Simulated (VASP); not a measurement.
# Cs (Pm-3m) in VASP: notebook

Aim: see how the results for Cs move with the level of theory and the settings. Levels: RPBE, PBEsol. Tasks: single point.

Everything below comes from runs of VASP 6.6.1. Logs are shortened: lines on timing, memory, paths and dates and some standing lists are left out, and cuts for length are marked.

### 1 The cell of the first run

It takes space group Pm-3m (No. 221, cubic). Conventional cell: a = 3.627 Å, b = 3.627 Å, c = 3.627 Å, α = 90.00°, β = 90.00°, γ = 90.00°. Cs (site symmetry m-3m) has 6 Cs at 3.63 Å within 4.8 Å.

### 2 Single point, RPBE

INCAR reads:

```
SYSTEM = Cs
  PREC = Accurate
  ENCUT = 520
  EDIFF = 1E-6
  ISMEAR = -1
  SIGMA = 0.08
  LREAL = .False.
  LASPH = .True.
  NELM = 100
  ALGO = Normal
  ISIF = 2
  LWAVE = .False.
  LCHARG = .False.
  GGA = RP
  NBANDS = 10
```

KPOINTS reads:

```
regular mesh
0
Gamma
  8 8 8
  0 0 0
```

POSCAR reads:

```
Cs
1.0
    3.6269970383      0.0000000000      0.0000000000
    0.0000000000      3.6269970383      0.0000000000
    0.0000000000      0.0000000000      3.6269970383
Cs
1
Direct
    0.0000000000      0.0000000000      0.0000000000
```

Potentials or basis: VASP PAW PBE potentials, release 64 (Cs_sv).

Launch:

```
$ cat potpaw_PBE.64/Cs_sv/POTCAR > POTCAR
$ mpirun -np 1 vasp_std > vasp.out
```

OUTCAR:

```text
SYSTEM = Cs
   PREC = Accurate
   ENCUT = 520
   EDIFF = 1E-6
   ISMEAR = -1
   LREAL = .False.
   LASPH = .True.
   NELM = 100
   ISIF = 2
   GGA = RP

 ion  position               nearest neighbor table
   1  0.000  0.000  0.000-

  LATTYP: Found a simple cubic cell.
 ALAT       =     3.6269970383

  Lattice vectors:

 A1 = (   3.6269970383,   0.0000000000,   0.0000000000)
 A2 = (   0.0000000000,   3.6269970383,   0.0000000000)
 A3 = (   0.0000000000,   0.0000000000,   3.6269970383)

Analysis of symmetry for initial positions (statically):
=====================================================================
 Subroutine PRICEL returns:
 Original cell was already a primitive cell.

 Routine SETGRP: Setting up the symmetry group for a
 simple cubic supercell.

 Subroutine GETGRP returns: Found 48 space group operations
[... 9 lines left out ...]

 Routine SETGRP: Setting up the symmetry group for a
 simple cubic supercell.

 Subroutine GETGRP returns: Found 48 space group operations
[... 11 lines left out ...]
                                     Primitive cell

  volume of cell :      47.7135

  direct lattice vectors                    reciprocal lattice vectors
     3.626997038  0.000000000  0.000000000     0.275710178  0.000000000  0.000000000
     0.000000000  3.626997038  0.000000000     0.000000000  0.275710178  0.000000000
     0.000000000  0.000000000  3.626997038     0.000000000  0.000000000  0.275710178

  length of vectors
     3.626997038  3.626997038  3.626997038     0.275710178  0.275710178  0.275710178

  position of ions in fractional coordinates (direct lattice)
     0.000000000  0.000000000  0.000000000

  ion indices of the primitive-cell ions
   primitive index   ion index
                 1           1

----------------------------------------------------------------------------------------

 KPOINTS: regular mesh

Automatic generation of k-mesh.
 Grid dimensions read from file:
 generate k-points for:    8    8    8

 Generating k-lattice:

  Cartesian coordinates                     Fractional coordinates (reciprocal lattice)
     0.034463772  0.000000000  0.000000000     0.125000000  0.000000000  0.000000000
     0.000000000  0.034463772  0.000000000     0.000000000  0.125000000  0.000000000
     0.000000000  0.000000000  0.034463772     0.000000000  0.000000000  0.125000000

  Length of vectors
     0.034463772  0.034463772  0.034463772

  Shift w.r.t. Gamma in fractional coordinates (k-lattice)
     0.000000000  0.000000000  0.000000000

 Subroutine IBZKPT returns following result:
 ===========================================

 Found     35 irreducible k-points:

 Following reciprocal coordinates:
            Coordinates               Weight
  0.000000  0.000000  0.000000      1.000000
  0.125000  0.000000  0.000000      6.000000
  0.250000  0.000000  0.000000      6.000000
  0.375000  0.000000  0.000000      6.000000
  0.500000  0.000000  0.000000      3.000000
  0.125000  0.125000  0.000000     12.000000
[... 16 lines left out ...]
  0.375000  0.375000  0.125000     24.000000
  0.500000  0.375000  0.125000     24.000000
 [... further k-points ...]
   k-points           NKPTS =     35   k-points in BZ     NKDIM =     35   number of bands    NBANDS=     10
   number of dos      NEDOS =    301   number of ions     NIONS =      1
   total plane-waves  NPLWV =  21952
   dimension x,y,z NGX =    28 NGY =   28 NGZ =   28
   dimension x,y,z NGXF=    56 NGYF=   56 NGZF=   56
   ions per type =               1
   NGX,Y,Z   is equivalent  to a cutoff of  12.83, 12.83, 12.83 a.u.
   NGXF,Y,Z  is equivalent  to a cutoff of  25.67, 25.67, 25.67 a.u.
 SYSTEM =  Cs
   PREC   = accura    normal or accurate (medium, high low for compatibility)
   ISTART =      0    job   : 0-new  1-cont  2-samecut
   ICHARG =      2    charge: 1-file 2-atom 10-const
   ISPIN  =      1    spin polarized calculation?
   LNONCOLLINEAR =      F non collinear calculations
   LSORBIT =      F    spin-orbit coupling
   LASPH  =      T    aspherical Exc in radial PAW
   ENCUT  =  520.0 eV  38.22 Ry    6.18 a.u.   6.74  6.74  6.74*2*pi/ulx,y,z
   NELM   =    100;   NELMIN=  2; NELMDL= -5     # of ELM steps
   EDIFF  = 0.1E-05   stopping-criterion for ELM
   LREAL  =      F    real-space projection
   EDIFFG = 0.1E-04   stopping-criterion for IOM
   NSW    =      0    number of steps for IOM
   IBRION =     -1    ionic relax: 0-MD 1-quasi-New 2-CG
   NFREE  =      0    steps in history (QN), initial steepest desc. (CG)
   ISIF   =      2    stress and relaxation
   ISYM   =      2    0-nonsym 1-usesym 2-fastsym
   POTIM  = 0.5000    time-step for ionic-motion
   TEBEG  =    0.0;   TEEND  =   0.0 temperature during run
   PSTRESS=    0.0 pullay stress
   NELECT =       9.0000    total number of electrons
   NUPDOWN=      -1.0000    fix difference up-down
   EMIN   =  10.00;   EMAX   =-10.00  energy-range for DOS
   EFERMI =   0.00;   METHOD = LEGACY
   ISMEAR =    -1;   SIGMA  =   0.08  broadening in eV -4-tet -1-fermi 0-gaus
   EFERMI_NEDOS =   21; number of points for ismear=-14 and -15
   IALGO  =     38    algorithm
   IMIX   =      4    mixing-type and parameters
     AMIX     =   0.40;   BMIX     =  1.00
     AMIX_MAG =   1.60;   BMIX_MAG =  1.00
  volume/ion in A,a.u.               =      47.71       321.99
  Fermi-wavevector in a.u.,A,eV,Ry     =   0.938876  1.774219 11.993387  0.881489
  Thomas-Fermi vector in A             =   2.066132
   LORBIT       =      0    0 simple, 1 ext, 2 COOP (PROOUT), +10 PAW based schemes
   GGA     = RP    functional components
   LHFCALC =     F    Hartree Fock is set to
   AEXX    =    0.0000 exact exchange contribution
   IVDW    =     0    specifies the selected vdW correction
   LEPSILON=     F    determine dielectric tensor
   LRPA    =     F    only Hartree local field effects (RPA)
 non-spin polarized calculation
  energy-cutoff  :      520.00
  volume of cell :       47.71
 maximum number of plane-waves:      1328
 NGX is ok and might be reduce to    28
   NGX = 13   NGY = 13   NGZ = 13

 number of electron       9.0000000 magnetization

 Free energy of the ion-electron system (eV)
  ---------------------------------------------------
  ext. energy  EPLUGINS =         0.00000000
  ---------------------------------------------------
  free energy    TOTEN  =         0.23573100 eV

  energy without entropy =        0.27078825  energy(sigma->0) =        0.25325963

 E-fermi :   3.7996     XC(G=0):  -8.0753

 val. band max:        3.7720288776   @ k =   0.5000   0.3750   0.3750
 cond. band min:       3.8145842282   @ k =   0.5000   0.2500   0.0000
 fundamental gap:      0.0425553507
 Fermi energy:         3.7996400176

 k-point     1 :       0.0000    0.0000    0.0000
  band No.  band energies     occupation
      1     -20.4637      2.00000
      2      -6.2273      2.00000
      3      -6.2273      2.00000
      4      -6.2273      2.00000
      5       1.9723      2.00000
      6       4.6271      0.00006
      7       4.6271      0.00006
      8      11.6624      0.00000
      9      11.6624      0.00000
     10      11.6624      0.00000

 k-point     2 :       0.1250    0.0000    0.0000
  band No.  band energies     occupation
      1     -20.4279      2.00000
      2      -6.5995      2.00000
      3      -6.1952      2.00000
      4      -6.1952      2.00000
      5       2.3187      2.00000
      6       4.7363      0.00002
      7       5.1105      0.00000
      8      10.5633      0.00000
      9      10.5633      0.00000
     10      11.7288      0.00000

 k-point     3 :       0.2500    0.0000    0.0000
  band No.  band energies     occupation
      1     -20.3393      2.00000
      2      -7.3728      2.00000
      3      -6.1160      2.00000
      4      -6.1160      2.00000
      5       3.0465      1.99984
      6       5.0306      0.00000
      7       6.1791      0.00000
      8       9.1806      0.00000
      9       9.1806      0.00000
     10      11.2518      0.00000

 k-point     4 :       0.3750    0.0000    0.0000
  band No.  band energies     occupation
      1     -20.2471      2.00000
      2      -8.0311      2.00000
      3      -6.0341      2.00000
      4      -6.0341      2.00000
      5       3.8835      0.51929
      6       5.3860      0.00000
      7       6.3535      0.00000
      8       8.2480      0.00000
      9       8.2480      0.00000
     10      11.8518      0.00000

 k-point     5 :       0.5000    0.0000    0.0000
  band No.  band energies     occupation
      1     -20.2078      2.00000
      2      -8.2804      2.00000
      3      -5.9994      2.00000
      4      -5.9994      2.00000
      5       4.4517      0.00058
      6       5.5600      0.00000
      7       5.8936      0.00000
      8       7.9219      0.00000
      9       7.9219      0.00000
     10      11.3390      0.00000

 k-point     6 :       0.1250    0.1250    0.0000
  band No.  band energies     occupation
      1     -20.3923      2.00000
      2      -6.5927      2.00000
      3      -6.5317      2.00000
      4      -6.1635      2.00000
      5       2.6616      2.00000
      6       5.0308      0.00000
      7       5.3873      0.00000
      8       9.4603      0.00000
      9      10.3967      0.00000
     10      11.0030      0.00000
[... 183 lines left out ...]
 k-point    21 :       0.3750    0.2500    0.1250
  band No.  band energies     occupation
      1     -20.0932      2.00000
      2      -7.8094      2.00000
      3      -7.0560      2.00000
      4      -6.2562      2.00000
      5       4.0063      0.14043
      6       5.8054      0.00000
      7       6.9854      0.00000
      8       7.5353      0.00000
      9       9.1861      0.00000
     10       9.9775      0.00000

 k-point    22 :       0.5000    0.2500    0.1250
  band No.  band energies     occupation
      1     -20.0550      2.00000
      2      -8.0497      2.00000
      3      -7.0075      2.00000
      4      -6.2182      2.00000
      5       3.8900      0.48833
      6       5.9937      0.00000
      7       6.5435      0.00000
      8       7.5784      0.00000
      9       9.3689      0.00000
     10      10.5045      0.00000

 k-point    23 :       0.3750    0.3750    0.1250
  band No.  band energies     occupation
      1     -20.0050      2.00000
      2      -7.6981      2.00000
      3      -7.6557      2.00000
      4      -6.1706      2.00000
      5       3.3002      1.99612
      6       6.1224      0.00000
      7       7.2433      0.00000
      8       7.4585      0.00000
      9      10.3443      0.00000
     10      10.3793      0.00000

 k-point    24 :       0.5000    0.3750    0.1250
  band No.  band energies     occupation
      1     -19.9674      2.00000
      2      -7.9136      2.00000
      3      -7.6202      2.00000
      4      -6.1342      2.00000
      5       3.0030      1.99991
      6       6.4816      0.00000
      7       6.8349      0.00000
      8       7.5495      0.00000
      9      10.5232      0.00000
     10      11.0705      0.00000

 [... further k-points ...]
[... 5 lines left out ...]
  --------------------------------------------------------------------------------------
  -------------------------------------------------------------------------------------
  Total        1.6938624      1.6938624      1.6938624     -0.0000000      0.0000000     -0.0000000
  in kB       56.8783669     56.8783669     56.8783669     -0.0000000      0.0000000     -0.0000000
  external PRESSURE =      56.8783669 kB  Pullay stress =       0.0000000 kB

 VOLUME and BASIS-vectors are now :
 -----------------------------------------------------------------------------
  energy-cutoff  :      520.00
  volume of cell :       47.71
      direct lattice vectors                 reciprocal lattice vectors
     3.626997038  0.000000000  0.000000000     0.275710178  0.000000000  0.000000000
     0.000000000  3.626997038  0.000000000     0.000000000  0.275710178  0.000000000
     0.000000000  0.000000000  3.626997038     0.000000000  0.000000000  0.275710178

 POSITION                                       TOTAL-FORCE (eV/Angst)
 -----------------------------------------------------------------------------------
      0.00000      0.00000      0.00000         0.000000      0.000000      0.000000
 -----------------------------------------------------------------------------------
    total drift:                                0.000000      0.000000      0.000000

  FREE ENERGIE OF THE ION-ELECTRON SYSTEM (eV)
  ---------------------------------------------------
  free  energy   TOTEN  =         0.2357310026 eV

  energy  without entropy=        0.2707882490  energy(sigma->0) =        0.25325963
```

It took 22 s on 1 thread of Intel Xeon 6975P-C, shared host; peak memory 0.16 GiB.

What came out:

| Quantity | Value |
| --- | --- |
| Free energy | 0.2357 eV |
| Pressure | 5.7 GPa |

Caveat: the PAW data sets were made with another functional, which shifts forces and pressure a little; spin-orbit coupling is left out, which moves the levels of the heavy elements.

### 3 Single point, PBEsol (volume scaled by 0.5)

INCAR reads:

```
ALGO = Normal
EDIFF = 1E-7
ENCUT = 520
GGA = PS
ISIF = 2
ISMEAR = -1
LASPH = True
LCHARG = True
LELF = True
LREAL = False
LVHAR = True
LWAVE = False
NBANDS = 10
NELM = 80
PREC = Accurate
SIGMA = 0.08
```

KPOINTS reads:

```
k-points
0
Gamma
  8 8 8
```

POSCAR reads:

```
Cs
1.0
    3.9070641200      0.0000000000      0.0000000000
    0.0000000000      3.9070641200      0.0000000000
    0.0000000000      0.0000000000      3.9070641200
Cs
1
Direct
    0.0000000000      0.0000000000      0.0000000000
```

Potentials or basis: VASP PAW PBE potentials, release 64 (Cs_sv).

Launch:

```
$ cat potpaw_PBE.64/Cs_sv/POTCAR > POTCAR
$ mpirun -np 1 vasp_std > vasp.out
```

Run time: 31 s. Hardware: 1 thread of Intel Xeon 6975P-C, shared host; peak memory 0.17 GiB.

It converged, with:

- Free energy: -0.5769 eV
- Pressure: 2.0 GPa

Levels at points of the mesh, in eV from the Fermi level:
| k point | band 2 | band 3 | band 4 | band 5 | band 6 | band 7 | band 8 | band 9 |
| --- | --- | --- | --- | --- | --- | --- | --- | --- |
| (0.00, 0.00, 0.00) | -10.13 | -10.13 | -10.13 | -1.99 | 0.99 | 0.99 | 6.85 | 6.85 |
| (0.50, 0.00, 0.00) | -11.42 | -10.00 | -10.00 | 0.19 | 1.50 | 1.76 | 3.81 | 3.81 |
| (0.50, 0.50, 0.00) | -11.19 | -11.19 | -9.88 | -0.71 | 1.90 | 4.36 | 4.36 | 4.54 |
| (0.50, 0.50, 0.50) | -11.00 | -11.00 | -11.00 | 0.54 | 0.54 | 0.54 | 3.57 | 8.51 |

Caveat: the PAW data sets were made with another functional, which shifts forces and pressure a little; spin-orbit coupling is left out, which moves the levels of the heavy elements.
